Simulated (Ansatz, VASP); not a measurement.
Two plane-wave programs on W3N4

```
W N
1.0
     4.20284    0.00000    0.00000
     0.00000    4.20284    0.00000
     0.00000    0.00000    4.20284
W N
3 4
Direct
  0.50000 0.50000 0.00000
  0.00000 0.50000 0.50000
  0.50000 0.00000 0.50000
  0.50000 0.50000 0.50000
  0.50000 0.00000 0.00000
  0.00000 0.50000 0.00000
  0.00000 0.00000 0.50000
```

Change from the starting cell: volume scaled by 1.06, ions relaxed.

Alike in both runs: functional PBE; k mesh 11 × 11 × 11; occupations fermi-dirac, width 0.05 eV; collinear spin.

Ansatz relaxed the structure, and its values are those at the end. VASP's run is a single point on that final structure, the one shown.

```csv
,VASP,Ansatz
version,VASP 6.6.1,Ansatz 0.2.0
potentials or method,"VASP PAW PBE potentials, release 64 (W_sv, N)","plane-wave PAW, scalar-relativistic"
plane-wave cutoff (eV),600,420
valence electrons in the cell,62,62
```

|  | VASP | Ansatz | Ansatz less VASP |
| --- | --- | --- | --- |
| pressure (GPa) | 4.4 | 3.2 | -1.29 |
| net moment per atom (μB) | 0.00 | 0.00 | 0.000 |

With one functional, cell and mesh, what is left measures potentials, basis and numerics. Ansatz's warnings: seeded moment not kept, stress scf threshold loose.

Spin-orbit coupling is off throughout.
